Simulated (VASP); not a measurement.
A run of VASP 6.6.1 is set up as follows.

INCAR

```
SYSTEM = TiO2
  PREC = Accurate
  ENCUT = 520
  EDIFF = 1E-7
  ISMEAR = -1
  SIGMA = 0.05
  LREAL = .FALSE.
  LASPH = .TRUE.
  NELM = 150
  ALGO = Normal
  ISIF = 2
  LWAVE = .FALSE.
  LCHARG = .FALSE.
  LMAXMIX = 4
  LDAU = .TRUE.
  LDAUTYPE = 2
  LDAUL = 2 -1
  LDAUU = 1 0
  LDAUJ = 0 0
  LDAUPRINT = 1
  GGA = PE
  NBANDS = 60
```

File KPOINTS:

```
regular mesh
0
G
  6 5 6
  0 0 0
```

File POSCAR:

```
TiO2
1.0
    4.5453495500      0.0000000000      0.0000000000
    0.0000000000      5.5196194400      0.0000000000
    0.0000000000      0.0000000000      4.9091968600
Ti O
4 8
Direct
    0.0000000000      0.1729909300      0.7500000000
    0.5000000000      0.3270090700      0.2500000000
    0.0000000000      0.8270090700      0.2500000000
    0.5000000000      0.6729909300      0.7500000000
    0.2714506200      0.3817246400      0.9186490800
    0.7714506200      0.1182753600      0.0813509200
    0.2285493800      0.1182753600      0.4186490800
    0.7285493800      0.3817246400      0.5813509200
    0.2714506200      0.6182753600      0.4186490800
    0.7714506200      0.8817246400      0.5813509200
    0.2285493800      0.8817246400      0.9186490800
    0.7285493800      0.6182753600      0.0813509200
```

Potentials or basis: VASP PAW PBE potentials, release 64 (Ti_sv, O).

Command:

```sh
$ cat potpaw_PBE.64/Ti_sv/POTCAR potpaw_PBE.64/O/POTCAR > POTCAR
$ mpirun -np 1 vasp_std > vasp.out
```

Question: What does it give for the pressure?

Answer: 6.7 GPa.

Question: What does it give for the largest force?

Answer: 0.084 eV/Å.

Question: Estimate the band gap on the k mesh.

Answer: 2.71 eV (least direct gap 2.77 eV).

Eigenvalues of the final occupation matrices:
| site | spin | trace | eigenvalues |
| --- | --- | --- | --- |
| site 1 d | 1 | 0.87 | 0.11 0.11 0.13 0.25 0.26 |
| site 1 d | 2 | 0.87 | 0.11 0.11 0.13 0.25 0.26 |
| site 2 d | 1 | 0.87 | 0.11 0.11 0.13 0.25 0.26 |
| site 2 d | 2 | 0.87 | 0.11 0.11 0.13 0.25 0.26 |
| site 3 d | 1 | 0.87 | 0.11 0.11 0.13 0.25 0.26 |
| site 3 d | 2 | 0.87 | 0.11 0.11 0.13 0.25 0.26 |
| site 4 d | 1 | 0.87 | 0.11 0.11 0.13 0.25 0.26 |
| site 4 d | 2 | 0.87 | 0.11 0.11 0.13 0.25 0.26 |

Caveat: the cell stands under pressure; an odd mesh through Γ misses points on the zone boundary, where band edges can lie.
